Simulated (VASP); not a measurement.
## GaN: single point with r2SCAN

The system is GaN.

```
Ga N
1.0
     3.33900    0.00000    0.00000
    -1.66950    2.89166    0.00000
     0.00000    0.00000    5.16600
Ga N
2 2
Direct
  0.33333 0.66667 0.00000
  0.66667 0.33333 0.50000
  0.33333 0.66667 0.37500
  0.66667 0.33333 0.87500
```

This cell differs from its parent crystal: strain +0.050 along x and y, +0.000 along z.

```json
{"Program": "VASP 6.6.1", "Task": "single point", "Functional": "r2SCAN", "Potentials or basis": "VASP PAW PBE potentials, release 64 (Ga_d, N)", "Cutoff": "520 eV", "k mesh": "12 × 12 × 6", "Occupations": "gaussian, width 0.05 eV", "Spin": "no spin polarisation", "Dipole correction": "no", "Further INCAR settings": "ALGO = Normal; EDIFF = 1e-06; NBANDS = 26"}
```

| Property | Result |
| --- | --- |
| Pressure | -13.4 GPa |
| Largest force | 0.502 eV/Å |
| Band gap on the k mesh | 1.71 eV, direct |

Forces on the atoms (eV/Å):
```
Ga   0.000  0.000 -0.502
Ga   0.000  0.000 -0.502
N    0.000  0.000  0.502
N    0.000  0.000  0.502
```

Stress tensor (GPa, compression positive):
```
-19.01   0.00   0.00
  0.00 -19.01   0.00
  0.00   0.00  -2.09
```

Levels at points of the mesh, in eV from the valence-band top:
```
           k point  band 14  band 15  band 16  band 17  band 18  band 19  band 20  band 21  band 22  band 23
(0.00, 0.00, 0.00)    -1.20    -1.20    -0.05    -0.05     0.00     1.71     3.75     9.61     9.61     9.73
(0.50, 0.00, 0.00)    -4.87    -4.00    -2.72    -2.08    -0.84     4.93     5.51     6.60     8.65    10.35
(0.00, 0.00, 0.50)    -3.63    -0.64    -0.64    -0.64    -0.64     3.98     3.98     8.93     8.93    10.13
(0.50, 0.00, 0.50)    -6.26    -1.87    -1.87    -1.65    -1.65     4.61     4.61     7.95     7.95    10.22
```

Run time: 6.1 min on 1 thread of Intel(R) Xeon(R) Platinum 8259CL CPU @ 2.50GHz (Skylake/Cascade Lake) (shared host), peak memory 0.23 GiB.

Caveat: the cell differs from its parent crystal (strain +0.050 along x and y, +0.000 along z); the PAW data sets were made with another functional, which shifts forces and pressure a little.
